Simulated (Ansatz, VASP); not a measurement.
## HfO2 in VASP and in Ansatz

```
Hf O
1.0
     0.04198    2.57117    2.57117
     2.57117    0.04198    2.57117
     2.57117    2.57117    0.04198
Hf O
1 2
Direct
  0.00000 0.00000 0.00000
  0.24908 0.24908 0.24908
  0.75092 0.75092 0.75092
```

Change from the starting cell: shear_111 strain +2.5%.

Alike in both runs: task single point; functional r2SCAN; k mesh 8 × 8 × 8; no spin polarisation.

```csv
,VASP,Ansatz
version,VASP 6.6.1,Ansatz 0.2.0
potentials or method,"VASP PAW PBE potentials, release 64 (Hf_pv, O)","plane waves, PAW"
plane-wave cutoff (eV),520,500
occupations,"gaussian, width 0.01 eV",fixed
valence electrons in the cell,22,38
```

```tsv
	VASP	Ansatz	Ansatz less VASP
gap on the k mesh at the Fermi level (eV)	4.25	4.24	-0.005
pressure (GPa)	-10.0	-6.2	+3.74
traceless stress, the component that is largest in VASP (GPa)	-1.02	-1.09	-0.070
rms of the force components (eV/Å)	0.009	0.000	-0.0090
```

VASP's potentials were made for PBE, not for r2SCAN. Atom by atom the forces differ by 0.009 eV/Å (rms over components). VASP's potentials hold 22 valence electrons a cell and Ansatz's 38, so a difference there can come from the potentials and not from the codes.

Neither program's run includes spin-orbit coupling.
